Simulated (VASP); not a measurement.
## CrI3: single point with PBEsol

Crystal: CrI3.

```
CELL_PARAMETERS angstrom
5.43473 0.00000 0.00000
0.00000 5.43473 0.00000
0.00000 0.00000 5.43473
ATOMIC_POSITIONS crystal
Cr 0.00000 0.00000 0.00000
I 0.50000 0.00000 0.00000
I 0.00000 0.00000 0.50000
I 0.00000 0.50000 0.00000
```

```json
{
 "Program": "VASP 6.6.1",
 "Task": "single point",
 "Functional": "PBEsol",
 "Potentials or basis": "VASP PAW PBE potentials, release 64 (Cr_pv, I)",
 "Cutoff": "520 eV",
 "k mesh": "6 × 6 × 6",
 "Occupations": "gaussian, width 0.05 eV",
 "Spin": "collinear spin, ferromagnetic start",
 "Starting moments": "[3.56, 0.0, 0.0, 0.0] μB",
 "Dipole correction": "no",
 "k mesh for the DOS": "9 × 9 × 9",
 "Occupations for the DOS": "tetrahedron",
 "Further INCAR settings": "ALGO = Normal; EDIFF = 1e-06"
}
```

```
Net moment                                            : 3.24 μB per cell
Site moments                                          : Cr +3.27; I -0.07 μB
Valence electrons inside the program's atomic spheres : Cr 10.52; I 4.29
```

Levels at points of the mesh, in eV from the Fermi level:
Spin up:
```csv
k point,band 15,band 16,band 17,band 18,band 19,band 20,band 21,band 22
"(0.00, 0.00, 0.00)",-0.94,-0.60,-0.60,-0.42,-0.42,-0.42,2.04,4.77
```
Spin down:
```tsv
k point	band 11	band 12	band 13	band 14	band 15	band 16	band 17	band 18	band 19	band 20
(0.00, 0.00, 0.00)	-0.97	-0.97	-0.46	-0.46	-0.46	1.47	1.47	1.47	1.76	1.76
```

Wall time 7.9 min on 1 thread of Intel Xeon 8259CL, with other jobs on the host, peak memory 0.39 GiB.

Caveat: spin-orbit coupling is left out, which moves the levels of the heavy elements; semilocal functionals often make such compounds metallic where correlation or magnetic order opens a gap, which also shifts bond lengths.
